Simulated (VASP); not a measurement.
# Al (Pm-3m) in VASP: notebook, part 2 of 3

VASP 6.6.1. Earlier steps stand in the parts before.

## (3) Single point, r2SCANh

POSCAR

```
Al
1.0
    2.7217600000      0.0000000000      0.0000000000
    0.0000000000      2.7217600000      0.0000000000
    0.0000000000      0.0000000000      2.7217600000
Al
1
Direct
    0.0000000000      0.0000000000      0.0000000000
```

INCAR.step1

```
  ALGO = Normal
  EDIFF = 1E-5
  ENCUT = 520
  GGA = PE
  ISIF = 2
  ISMEAR = -1
  LASPH = True
  LCHARG = False
  LREAL = False
  LWAVE = True
  NBANDS = 8
  NELM = 80
  PREC = Accurate
  SIGMA = 0.05
```

INCAR.step2

```
  AEXX = 0.1
  ALGO = Normal
  EDIFF = 1E-7
  ENCUT = 520
  ISIF = 2
  ISMEAR = -1
  ISTART = 1
  LASPH = True
  LCHARG = False
  LHFCALC = True
  LMIXTAU = True
  LREAL = False
  LWAVE = False
  METAGGA = R2SCAN
  NBANDS = 8
  NELM = 80
  PREC = Accurate
  PRECFOCK = Normal
  SIGMA = 0.05
```

KPOINTS

```
k-points
0
Gamma
  5 5 5
```

Potentials or basis: VASP PAW PBE potentials, release 64 (Al).

The run is started by

```sh
$ cat potpaw_PBE.64/Al/POTCAR > POTCAR
$ cp INCAR.step1 INCAR
$ mpirun -np 1 vasp_std > vasp.out
$ cp INCAR.step2 INCAR
$ mpirun -np 1 vasp_std > vasp.out
```

OUTCAR:

```text
AEXX = 0.1
   EDIFF = 1E-7
   ENCUT = 520
   ISIF = 2
   ISMEAR = -1
   ISTART = 1
   LASPH = True
   LHFCALC = True
   LREAL = False
   METAGGA = R2SCAN
   NELM = 80
   PREC = Accurate
   PRECFOCK = Normal

 ion  position               nearest neighbor table
   1  0.000  0.000  0.000-

  LATTYP: Found a simple cubic cell.
 ALAT       =     2.7217600000

  Lattice vectors:

 A1 = (   2.7217600000,   0.0000000000,   0.0000000000)
 A2 = (   0.0000000000,   2.7217600000,   0.0000000000)
 A3 = (   0.0000000000,   0.0000000000,   2.7217600000)

Analysis of symmetry for initial positions (statically):
=====================================================================
 Subroutine PRICEL returns:
 Original cell was already a primitive cell.

 Routine SETGRP: Setting up the symmetry group for a
 simple cubic supercell.

 Subroutine GETGRP returns: Found 48 space group operations
[... 9 lines left out ...]

 Routine SETGRP: Setting up the symmetry group for a
 simple cubic supercell.

 Subroutine GETGRP returns: Found 48 space group operations
[... 11 lines left out ...]
                                     Primitive cell

  volume of cell :      20.1627

  direct lattice vectors                    reciprocal lattice vectors
     2.721760000  0.000000000  0.000000000     0.367409323  0.000000000  0.000000000
     0.000000000  2.721760000  0.000000000     0.000000000  0.367409323  0.000000000
     0.000000000  0.000000000  2.721760000     0.000000000  0.000000000  0.367409323

  length of vectors
     2.721760000  2.721760000  2.721760000     0.367409323  0.367409323  0.367409323

  position of ions in fractional coordinates (direct lattice)
     0.000000000  0.000000000  0.000000000

  ion indices of the primitive-cell ions
   primitive index   ion index
                 1           1

----------------------------------------------------------------------------------------

 KPOINTS: k-points

Automatic generation of k-mesh.
 Grid dimensions read from file:
 generate k-points for:    5    5    5

 Generating k-lattice:

  Cartesian coordinates                     Fractional coordinates (reciprocal lattice)
     0.073481865  0.000000000  0.000000000     0.200000000  0.000000000  0.000000000
     0.000000000  0.073481865  0.000000000     0.000000000  0.200000000  0.000000000
     0.000000000  0.000000000  0.073481865     0.000000000  0.000000000  0.200000000

  Length of vectors
     0.073481865  0.073481865  0.073481865

  Shift w.r.t. Gamma in fractional coordinates (k-lattice)
     0.000000000  0.000000000  0.000000000

 Subroutine IBZKPT returns following result:
 ===========================================

 Found     10 irreducible k-points:

 Following reciprocal coordinates:
            Coordinates               Weight
  0.000000  0.000000  0.000000      1.000000
  0.200000  0.000000  0.000000      6.000000
  0.400000  0.000000  0.000000      6.000000
  0.200000  0.200000  0.000000     12.000000
  0.400000  0.200000  0.000000     24.000000
  0.400000  0.400000  0.000000     12.000000
  0.200000  0.200000  0.200000      8.000000
  0.400000  0.200000  0.200000     24.000000
  0.400000  0.400000  0.200000     24.000000
  0.400000  0.400000  0.400000      8.000000
   k-points           NKPTS =     10   k-points in BZ     NKDIM =    125   number of bands    NBANDS=      8
   number of dos      NEDOS =    301   number of ions     NIONS =      1
   total plane-waves  NPLWV =   8000
   dimension x,y,z NGX =    20 NGY =   20 NGZ =   20
   dimension x,y,z NGXF=    40 NGYF=   40 NGZF=   40
   ions per type =               1
   NGX,Y,Z   is equivalent  to a cutoff of  12.22, 12.22, 12.22 a.u.
   NGXF,Y,Z  is equivalent  to a cutoff of  24.43, 24.43, 24.43 a.u.
 SYSTEM =  unknown system
   PREC   = accura    normal or accurate (medium, high low for compatibility)
   ISTART =      1    job   : 0-new  1-cont  2-samecut
   ICHARG =      0    charge: 1-file 2-atom 10-const
   ISPIN  =      1    spin polarized calculation?
   LNONCOLLINEAR =      F non collinear calculations
   LSORBIT =      F    spin-orbit coupling
   LASPH  =      T    aspherical Exc in radial PAW
   ENCUT  =  520.0 eV  38.22 Ry    6.18 a.u.   5.06  5.06  5.06*2*pi/ulx,y,z
   NELM   =     80;   NELMIN=  2; NELMDL=  0     # of ELM steps
   EDIFF  = 0.1E-06   stopping-criterion for ELM
   LREAL  =      F    real-space projection
   EDIFFG = 0.1E-05   stopping-criterion for IOM
   NSW    =      0    number of steps for IOM
   IBRION =     -1    ionic relax: 0-MD 1-quasi-New 2-CG
   NFREE  =      0    steps in history (QN), initial steepest desc. (CG)
   ISIF   =      2    stress and relaxation
   ISYM   =      3    0-nonsym 1-usesym 2-fastsym
   POTIM  = 0.5000    time-step for ionic-motion
   TEBEG  =    0.0;   TEEND  =   0.0 temperature during run
   PSTRESS=    0.0 pullay stress
   NELECT =       3.0000    total number of electrons
   NUPDOWN=      -1.0000    fix difference up-down
   EMIN   =  10.00;   EMAX   =-10.00  energy-range for DOS
   EFERMI =   0.00;   METHOD = LEGACY
   ISMEAR =    -1;   SIGMA  =   0.05  broadening in eV -4-tet -1-fermi 0-gaus
   EFERMI_NEDOS =   21; number of points for ismear=-14 and -15
   IALGO  =     38    algorithm
   IMIX   =      1    mixing-type and parameters
     AMIX     =   0.40;   BMIX     =  1.00
     AMIX_MAG =   1.60;   BMIX_MAG =  1.00
  volume/ion in A,a.u.               =      20.16       136.06
  Fermi-wavevector in a.u.,A,eV,Ry     =   0.867492  1.639322 10.238958  0.752542
  Thomas-Fermi vector in A             =   1.986034
   LORBIT       =      0    0 simple, 1 ext, 2 COOP (PROOUT), +10 PAW based schemes
   METAGGA = R2SCAN    functional components
   LHFCALC =     T    Hartree Fock is set to
   PRECFOCK=normal    Normal, Fast or Accurate (Low or Medium for compatibility)
   ENCUT4O =  -1.0   cutoff for four orbital integrals eV
   NKREDX  =     1    reduce k-point grid by
   NKREDY  =     1    reduce k-point grid by
   NKREDZ  =     1    reduce k-point grid by
   AEXX    =    0.1000 exact exchange contribution
   HFSCREEN=    0.0000 screening length (either q_TF or 0.3 A-1)
   HFSCREENC=   0.0000 screening length for correlation (either q_TF or 0.3 A-1)
   ENCUTFOCK=  -1.0 apply spherical cutoff to Coloumb kernel
   IVDW    =     0    specifies the selected vdW correction
   LEPSILON=     F    determine dielectric tensor
   LRPA    =     F    only Hartree local field effects (RPA)
 non-spin polarized calculation
  energy-cutoff  :      520.00
  volume of cell :       20.16
 maximum number of plane-waves:       553
  NGX = 16; NGY = 16; NGZ = 16

 number of electron       3.0000000 magnetization

 Free energy of the ion-electron system (eV)
  ---------------------------------------------------
  ext. energy  EPLUGINS =         0.00000000
  ---------------------------------------------------
  free energy    TOTEN  =        -6.29566237 eV

  energy without entropy =       -6.28983905  energy(sigma->0) =       -6.29275071

 E-fermi :   5.3682     XC(G=0):  -9.1167

 val. band max:        5.3236962467   @ k =   0.4000   0.4000   0.0000
 cond. band min:       6.2974637920   @ k =   0.4000   0.4000   0.2000
 fundamental gap:      0.9737675453
 Fermi energy:         5.3681562556

 k-point     1 :       0.0000    0.0000    0.0000
  band No.  band energies     occupation
      1      -5.1548      2.00000
      2      14.4814      0.00000
      3      14.4814      0.00000
      4      15.7795      0.00000
      5      15.7795      0.00000
      6      15.7795      0.00000
      7      22.9378      0.00000
      8      31.5098      0.00000

 k-point     2 :       0.2000    0.0000    0.0000
  band No.  band energies     occupation
      1      -4.2827      2.00000
      2       8.6533      0.00000
      3      15.1854      0.00000
      4      16.4960      0.00000
      5      16.4960      0.00000
      6      19.9615      0.00000
      7      26.2035      0.00000
      8      27.3375      0.00000
[... 67 lines left out ...]
 k-point     9 :       0.4000    0.4000    0.2000
  band No.  band energies     occupation
      1       2.5526      2.00000
      2       6.2975      0.00000
      3       7.8745      0.00000
      4      11.6780      0.00000
      5      15.8892      0.00000
      6      18.7564      0.00000
      7      20.6521      0.00000
      8      25.0628      0.00000

 k-point    10 :       0.4000    0.4000    0.4000
  band No.  band energies     occupation
      1       4.9962      1.99882
      2       8.5121      0.00000
      3       8.5121      0.00000
      4      11.8781      0.00000
      5      13.4651      0.00000
      6      13.4651      0.00000
      7      16.1986      0.00000
      8      19.7269      0.00000

------------------------ aborting loop because EDIFF is reached ----------------------------------------

  FORCE on cell =-STRESS in cart. coord.  units (eV):
  Direction    XX          YY          ZZ          XY          YZ          ZX
  --------------------------------------------------------------------------------------
  -------------------------------------------------------------------------------------
  Total       -0.1847685     -0.1847685     -0.1847685     -0.0000000      0.0000000      0.0000000
  in kB      -14.6821312    -14.6821312    -14.6821312     -0.0000000      0.0000000      0.0000000
  external PRESSURE =     -14.6821312 kB  Pullay stress =       0.0000000 kB

 VOLUME and BASIS-vectors are now :
 -----------------------------------------------------------------------------
  energy-cutoff  :      520.00
  volume of cell :       20.16
      direct lattice vectors                 reciprocal lattice vectors
     2.721760000  0.000000000  0.000000000     0.367409323  0.000000000  0.000000000
     0.000000000  2.721760000  0.000000000     0.000000000  0.367409323  0.000000000
     0.000000000  0.000000000  2.721760000     0.000000000  0.000000000  0.367409323

 POSITION                                       TOTAL-FORCE (eV/Angst)
 -----------------------------------------------------------------------------------
      0.00000      0.00000      0.00000         0.000000      0.000000      0.000000
 -----------------------------------------------------------------------------------
    total drift:                               -0.000000      0.000000     -0.000000

  FREE ENERGIE OF THE ION-ELECTRON SYSTEM (eV)
  ---------------------------------------------------
  free  energy   TOTEN  =        -6.2956623712 eV

  energy  without entropy=       -6.2898390511  energy(sigma->0) =       -6.29275071
```

OSZICAR.step1:

```text
N       E                     dE             d eps       ncg     rms          rms(c)
DAV:   1    -0.209209019443E+01   -0.20921E+01   -0.80486E+02   160   0.197E+02
DAV:   2    -0.341504003620E+01   -0.13229E+01   -0.13229E+01   208   0.173E+01
DAV:   3    -0.342417024842E+01   -0.91302E-02   -0.91302E-02   200   0.151E+00
DAV:   4    -0.342421253556E+01   -0.42287E-04   -0.42288E-04   224   0.842E-02
DAV:   5    -0.342421270847E+01   -0.17291E-06   -0.17223E-06   200   0.525E-03    0.100E+00
DAV:   6    -0.342017079217E+01    0.40419E-02   -0.20846E-03   208   0.177E-01    0.587E-01
DAV:   7    -0.341740680799E+01    0.27640E-02   -0.53628E-03   176   0.277E-01    0.937E-02
DAV:   8    -0.341741774188E+01   -0.10934E-04   -0.47066E-05   232   0.428E-02    0.445E-03
DAV:   9    -0.341741767492E+01    0.66967E-07   -0.46580E-07   128   0.291E-03
   1 F= -.34174177E+01 E0= -.34144979E+01  d E =-.583953E-02
```

Run time: 66 s. Hardware: 1 thread of AMD EPYC 7R43 (Zen 3), shared host; peak memory 0.09 GiB.

What came out:

| Quantity | Value |
| --- | --- |
| Free energy | -6.2957 eV |
| Pressure | -1.5 GPa |

Caveat: the k points lie up to 0.46 Å⁻¹ apart; the PAW data sets were made with another functional, which shifts forces and pressure a little.

## (4) Single point, r2SCAN50

POSCAR is that of step 3.

INCAR.step1

```
  PREC = Accurate
  ENCUT = 520
  EDIFF = 1E-5
  ISMEAR = -1
  SIGMA = 0.05
  LREAL = F
  LASPH = T
  NELM = 60
  ALGO = Normal
  ISIF = 2
  LWAVE = T
  LCHARG = F
  GGA = PE
  NBANDS = 8
```

INCAR.step2

```
  PREC = Accurate
  ENCUT = 520
  EDIFF = 1E-6
  ISMEAR = -1
  SIGMA = 0.05
  LREAL = F
  LASPH = T
  NELM = 60
  ALGO = Normal
  ISIF = 2
  LWAVE = F
  LCHARG = F
  METAGGA = R2SCAN
  LHFCALC = T
  AEXX = 0.5
  LMIXTAU = T
  PRECFOCK = Normal
  ISTART = 1
  NBANDS = 8
```

KPOINTS

```
Automatic mesh
0
Gamma
  5 5 5
```

The run is started by

```sh
$ cat potpaw_PBE.64/Al/POTCAR > POTCAR
$ cp INCAR.step1 INCAR
$ mpirun -np 1 vasp_std > vasp.out
$ cp INCAR.step2 INCAR
$ mpirun -np 1 vasp_std > vasp.out
```

Run time: 48 s. Hardware: 1 thread of AMD EPYC 7R43 (Zen 3), shared host; peak memory 0.09 GiB.

The run converged. Its results:

* Free energy: -6.3390 eV
* Pressure: -2.4 GPa

Levels at points of the mesh, in eV from the Fermi level:
```
           k point  band 1  band 2  band 3  band 4  band 5  band 6
(0.00, 0.00, 0.00)  -12.98   11.10   11.10   12.12   12.12   12.12
```

Caveat: the k points lie up to 0.46 Å⁻¹ apart; the PAW data sets were made with another functional, which shifts forces and pressure a little.

## (5) Single point, HF

POSCAR is that of step 4.

INCAR.step1

```
SYSTEM = Al
  PREC = Accurate
  ENCUT = 520
  EDIFF = 1E-5
  ISMEAR = -1
  SIGMA = 0.05
  LREAL = .False.
  LASPH = .True.
  NELM = 80
  ALGO = Normal
  ISIF = 2
  LWAVE = .True.
  LCHARG = .False.
  GGA = PE
  NBANDS = 8
```

INCAR.step2

```
SYSTEM = Al
  PREC = Accurate
  ENCUT = 520
  EDIFF = 1E-7
  ISMEAR = -1
  SIGMA = 0.05
  LREAL = .False.
  LASPH = .True.
  NELM = 80
  ALGO = Normal
  ISIF = 2
  LWAVE = .False.
  LCHARG = .False.
  GGA = PE
  LHFCALC = .True.
  AEXX = 1.0
  ALDAC = 0.0
  AGGAC = 0.0
  PRECFOCK = Normal
  ISTART = 1
  NBANDS = 8
```

KPOINTS

```
regular mesh
0
Gamma
  5 5 5
  0 0 0
```

Potentials or basis: VASP PAW PBE potentials, release 64 (Al).

The run is started by

```sh
$ cat potpaw_PBE.64/Al/POTCAR > POTCAR
$ cp INCAR.step1 INCAR
$ mpirun -np 1 vasp_std > vasp.out
$ cp INCAR.step2 INCAR
$ mpirun -np 1 vasp_std > vasp.out
```

OUTCAR:

```text
SYSTEM = Al
   PREC = Accurate
   ENCUT = 520
   EDIFF = 1E-7
   ISMEAR = -1
   LREAL = .False.
   LASPH = .True.
   NELM = 80
   ISIF = 2
   GGA = PE
   LHFCALC = .True.
   AEXX = 1.0
   PRECFOCK = Normal
   ISTART = 1

 ion  position               nearest neighbor table
   1  0.000  0.000  0.000-

  LATTYP: Found a simple cubic cell.
 ALAT       =     2.7217600000

  Lattice vectors:
[... 279 lines left out ...]
      3      12.7566      0.00000
      4      13.4644      0.00000
      5      18.6552      0.00000
      6      18.6552      0.00000
      7      18.7489      0.00000
      8      24.2019      0.00000

------------------------ aborting loop because EDIFF is reached ----------------------------------------

  FORCE on cell =-STRESS in cart. coord.  units (eV):
  Direction    XX          YY          ZZ          XY          YZ          ZX
  --------------------------------------------------------------------------------------
  -------------------------------------------------------------------------------------
  Total        1.2550885      1.2550885      1.2550885     -0.0000000      0.0000000     -0.0000000
  in kB       99.7322124     99.7322124     99.7322124     -0.0000000      0.0000000     -0.0000000
  external PRESSURE =      99.7322124 kB  Pullay stress =       0.0000000 kB

 VOLUME and BASIS-vectors are now :
 -----------------------------------------------------------------------------
  energy-cutoff  :      520.00
  volume of cell :       20.16
      direct lattice vectors                 reciprocal lattice vectors
     2.721760000  0.000000000  0.000000000     0.367409323  0.000000000  0.000000000
     0.000000000  2.721760000  0.000000000     0.000000000  0.367409323  0.000000000
     0.000000000  0.000000000  2.721760000     0.000000000  0.000000000  0.367409323

 POSITION                                       TOTAL-FORCE (eV/Angst)
 -----------------------------------------------------------------------------------
      0.00000      0.00000      0.00000         0.000000      0.000000      0.000000
 -----------------------------------------------------------------------------------
    total drift:                               -0.000000     -0.000000     -0.000000

  FREE ENERGIE OF THE ION-ELECTRON SYSTEM (eV)
  ---------------------------------------------------
  free  energy   TOTEN  =        -6.7210258882 eV

  energy  without entropy=       -6.7152309706  energy(sigma->0) =       -6.71812843
```

OSZICAR.step1:

```text
N       E                     dE             d eps       ncg     rms          rms(c)
DAV:   1    -0.209209019443E+01   -0.20921E+01   -0.80486E+02   160   0.197E+02
DAV:   2    -0.341504003620E+01   -0.13229E+01   -0.13229E+01   208   0.173E+01
DAV:   3    -0.342417024842E+01   -0.91302E-02   -0.91302E-02   200   0.151E+00
DAV:   4    -0.342421253556E+01   -0.42287E-04   -0.42288E-04   224   0.842E-02
DAV:   5    -0.342421270847E+01   -0.17291E-06   -0.17223E-06   200   0.525E-03    0.100E+00
DAV:   6    -0.342017079217E+01    0.40419E-02   -0.20846E-03   208   0.177E-01    0.587E-01
DAV:   7    -0.341740680799E+01    0.27640E-02   -0.53628E-03   176   0.277E-01    0.937E-02
DAV:   8    -0.341741774188E+01   -0.10934E-04   -0.47066E-05   232   0.428E-02    0.445E-03
DAV:   9    -0.341741767492E+01    0.66967E-07   -0.46580E-07   128   0.291E-03
   1 F= -.34174177E+01 E0= -.34144979E+01  d E =-.583953E-02
```

Wall time 71 s (1 thread of AMD EPYC 7R43 (Zen 3), shared host); peak memory 0.08 GiB.

Results:

```yaml
Free_energy: -6.7210 eV
Pressure: 10.0 GPa
```

Caveat: the k points lie up to 0.46 Å⁻¹ apart; the PAW data sets were made with another functional, which shifts forces and pressure a little.

[end of part 2 of 3]
